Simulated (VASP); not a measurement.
Input of a VASP 6.6.1 run:

File POSCAR:

```
NaFeN
1.0
    2.9738495565      0.0000000000      0.0000000000
   -1.4869247783      2.5754292630      0.0000000000
    0.0000000000      0.0000000000      9.7327210828
Na Fe N
2 2 2
Direct
    0.6666666667      0.3333333333      0.7608134568
    0.3333333333      0.6666666667      0.2608134568
    0.0000000000      0.0000000000      0.5182365476
    0.0000000000      0.0000000000      0.0182365476
    0.3333333333      0.6666666667      0.5655899956
    0.6666666667      0.3333333333      0.0655899956
```

Contents of INCAR.step1:

```
PREC     = Accurate       # precision mode
ENCUT    = 520            # plane-wave cutoff, eV
ISMEAR   = 0              # smearing method
SIGMA    = 0.01           # smearing width, eV
LREAL    = False          # projectors in reciprocal space
LASPH    = True           # aspherical terms in the spheres
NELM     = 100            # most SCF steps
NBANDS   = 29             # bands
GGA      = PE             # functional
ALGO     = Normal         # electronic algorithm
EDIFF    = 1E-4           # SCF threshold, eV
LWAVE    = True           # write WAVECAR
LCHARG   = False          # write CHGCAR
```

The input INCAR.step2:

```
PREC     = Accurate       # precision mode
ENCUT    = 520            # plane-wave cutoff, eV
EDIFF    = 1E-6           # SCF threshold, eV
ISMEAR   = 0              # smearing method
SIGMA    = 0.01           # smearing width, eV
LREAL    = False          # projectors in reciprocal space
LASPH    = True           # aspherical terms in the spheres
NELM     = 100            # most SCF steps
ALGO     = Normal         # electronic algorithm
ISIF     = 2              # what is computed and relaxed
LWAVE    = False          # write WAVECAR
LCHARG   = True           # write CHGCAR
METAGGA  = R2SCAN         # meta-GGA
LMIXTAU  = True         
LELF     = True           # ELF
LVHAR    = True         
NBANDS   = 29             # bands
ISTART   = 1
```

KPOINTS

```
regular mesh
0
Gamma
  9 9 2
```

Potentials or basis: VASP PAW PBE potentials, release 64 (Na_pv, Fe, N).

Run with:

```bash
$ cat potpaw_PBE.64/Na_pv/POTCAR potpaw_PBE.64/Fe/POTCAR potpaw_PBE.64/N/POTCAR > POTCAR
$ cp INCAR.step1 INCAR
$ mpirun -np 1 vasp_std > vasp.out
$ cp INCAR.step2 INCAR
$ mpirun -np 1 vasp_std > vasp.out
```

Q: Predict the largest force.

A: 0.188 eV/Å.

Q: What does it give for the pressure?

A: 1.3 GPa.

Q: What does it give for the band gap on the k mesh?

A: 0.57 eV (least direct gap 0.92 eV).

Forces on the atoms (eV/Å):
```
Na   0.000  0.000 -0.052
Na   0.000  0.000 -0.052
Fe   0.000  0.000 -0.136
Fe   0.000  0.000 -0.136
N    0.000  0.000  0.188
N    0.000  0.000  0.188
```

Caveat: semilocal functionals underestimate gaps, and a narrow one can read as zero; the PAW data sets were made with another functional, which shifts forces and pressure a little. Spin polarisation is off, so any magnetic state and its effect on volume and gap are missing.
